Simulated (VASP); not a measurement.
Here is a VASP 6.6.1 calculation.

POSCAR

```
BaO
1.0
    0.0000000000      2.7582533422      2.7582533422
    2.7582533422      0.0000000000      2.7582533422
    2.7582533422      2.7582533422      0.0000000000
Ba O
1 1
Direct
    0.0000000000      0.0000000000      0.0000000000
    0.5000000000      0.5000000000      0.5000000000
```

INCAR.step1

```
SYSTEM = BaO
PREC = Accurate ; ENCUT = 660
ISMEAR = 0 ; SIGMA = 0.01
LREAL = .False. ; LASPH = .True.
NELM = 120 ; NBANDS = 15
GGA = PE ; ALGO = Normal
EDIFF = 1E-5 ; LWAVE = .True.
LCHARG = .False. ; GGA_COMPAT = .False.
```

Contents of INCAR.step2:

```
SYSTEM = BaO
PREC = Accurate ; ENCUT = 660
EDIFF = 1E-6 ; ISMEAR = 0
SIGMA = 0.01 ; LREAL = .False.
LASPH = .True. ; NELM = 120
ALGO = Normal ; ISIF = 2
LWAVE = .False. ; LCHARG = .True.
METAGGA = R2SCAN ; LMIXTAU = .True.
LELF = .True. ; LVHAR = .True.
NBANDS = 15 ; ISTART = 1
GGA_COMPAT = .False.
```

The input KPOINTS:

```
regular mesh
0
Gamma
  8 8 8
  0 0 0
```

Potentials or basis: VASP PAW PBE potentials, release 64 (Ba_sv, O).

Run with:

```sh
$ cat potpaw_PBE.64/Ba_sv/POTCAR potpaw_PBE.64/O/POTCAR > POTCAR
$ cp INCAR.step1 INCAR
$ mpirun -np 1 vasp_std > vasp.out
$ cp INCAR.step2 INCAR
$ mpirun -np 1 vasp_std > vasp.out
```

Task: Predict the pressure.

Result: 2.9 GPa.

Task: Predict the band gap on the k mesh.

Result: 2.27 eV.

Caveat: the PAW data sets were made with another functional, which shifts forces and pressure a little; spin-orbit coupling is left out, which moves the levels of the heavy elements. A k mesh can miss the band edges.
